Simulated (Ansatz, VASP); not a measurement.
**One calculation of Ru, two programs**

```
Ru
1.0
    -1.52672    1.52672    1.52672
     1.52672   -1.52672    1.52672
     1.52672    1.52672   -1.52672
Ru
1
Cartesian
  0.0000 0.0000 0.0000
```

Alike in both runs: functional PBE; k mesh 19 × 19 × 19; occupations fermi-dirac, width 0.05 eV; no spin polarisation.

Ansatz relaxed the structure, and its values are those at the end. VASP's run is a single point on that final structure, the one shown.

```csv
,VASP,Ansatz
version,VASP 6.6.1,Ansatz 0.2.0
potentials or method,"VASP PAW PBE potentials, release 64 (Ru_pv)","PAW with Ansatz's default frozen-core files, scalar-relativistic"
plane-wave cutoff (eV),500,420
valence electrons in the cell,14,16
```

Ansatz gave:

```
pressure (GPa) : 0.0
```

Which values does VASP return?

Pressure (GPa): -0.1.

With one functional, cell and mesh, what is left measures potentials, basis and numerics. VASP's potentials hold 14 valence electrons a cell and Ansatz's 16, so a difference there can come from the potentials and not from the codes.
